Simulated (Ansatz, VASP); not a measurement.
One calculation of C, two programs

Contents of INCAR:

```
PREC = Accurate
ENCUT = 520
EDIFF = 1E-6
ISMEAR = -1
SIGMA = 0.05
LREAL = False
LASPH = True
NELM = 100
ALGO = Normal
ISIF = 2
LWAVE = False
LCHARG = False
GGA = CA
NBANDS = 11
```

File KPOINTS:

```
Automatic mesh
0
Gamma
  13 13 13
```

The input POSCAR:

```
C
1.0
    0.0000000000      1.7833700000      1.7833700000
    1.7833700000      0.0000000000      1.7833700000
    1.7833700000      1.7833700000      0.0000000000
C
2
Direct
    0.7500000000      0.7500000000      0.7500000000
    0.5000000000      0.5000000000      0.5000000000
```

The input input.yaml:

```yaml
crystal:
  lattice:
    - [0.0, 1.78337, 1.78337]
    - [1.78337, 0.0, 1.78337]
    - [1.78337, 1.78337, 0.0]
  atoms:
    - { symbol: C, position: [0.75, 0.75, 0.75] }
    - { symbol: C, position: [0.5, 0.5, 0.5] }
hamiltonian:
  xc: lda
  pseudopotentials: { kind: paw }
kpoints:
  mp_grid: { grid: [13, 13, 13] }
  band_path:
    path:
      - [[0.0, 0.0, 0.0], [0.5, 0.0, 0.5], [0.5, 0.25, 0.75], [0.375, 0.375, 0.75], [0.0, 0.0, 0.0], [0.5, 0.5, 0.5], [0.625, 0.25, 0.625], [0.5, 0.25, 0.75], [0.5, 0.5, 0.5], [0.375, 0.375, 0.75]]
      - [[0.625, 0.25, 0.625], [0.5, 0.0, 0.5]]
    npoints: 14
scf:
  occupations: { method: fermi_dirac, width: 0.05 }
  n_extra_bands: 6
output:
  forces: true
  stress: true
  eigenvalues: true
  fatbands: true
```

Alike in both runs: functional LDA; k mesh 13 × 13 × 13; occupations fermi-dirac, width 0.05 eV; no spin polarisation.

```csv
,VASP,Ansatz
version,VASP 6.6.1,Ansatz 0.2.0
potentials or method,"VASP PAW LDA potentials, release 64 (C)",Ansatz PAW
plane-wave cutoff (eV),520,420
valence electrons in the cell,8,8
task,single point,band structure
```

|  | VASP | Ansatz | Ansatz less VASP |
| --- | --- | --- | --- |
| gap on the k mesh at the Fermi level (eV) | 4.11 | 4.11 | +0.006 |
| least direct gap on the mesh (eV) | 5.54 | 5.54 | -0.003 |
| pressure (GPa) | -11.6 | -13.1 | -1.47 |

LDA's correlation is that of Perdew and Zunger in VASP and of Perdew and Wang (1992) in Ansatz.

Noted on Ansatz's run: Pulay correction over one GPa.
